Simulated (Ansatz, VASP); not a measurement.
Two plane-wave programs on TiSi2

```xyz
6
Lattice="0.0000 4.1180 4.1337 2.3865 0.0000 4.1337 2.3865 4.1180 0.0000" Properties=species:S:1:pos:R:3 pbc="T T T"
Ti    3.5797    6.1770    6.2005
Ti    2.3865    4.1180    4.1337
Si    1.1932    0.7059    2.0668
Si    1.1932    3.4121    2.0668
Si    2.3865    1.3531    4.1337
Si    2.3865    6.8829    4.1337
```

Change from the starting cell: z stretched by -3 %, ions relaxed.

Alike in both runs: functional PBE; k mesh 13 × 13 × 13; occupations fermi-dirac, width 0.05 eV; no spin polarisation.

Ansatz relaxed the structure, and its values are those at the end. VASP's run is a single point on that final structure, the one shown.

|  | VASP | Ansatz |
| --- | --- | --- |
| version | VASP 6.6.1 | Ansatz 0.2.0 |
| potentials or method | VASP PAW PBE potentials, release 64 (Ti_sv, Si) | plane-wave PAW, scalar-relativistic |
| plane-wave cutoff (eV) | 520 | 420 |
| valence electrons in the cell | 40 | 40 |

|  | VASP | Ansatz | Ansatz less VASP |
| --- | --- | --- | --- |
| pressure (GPa) | 8.4 | 8.4 | +0.04 |

Ansatz's warnings: stress scf threshold loose.
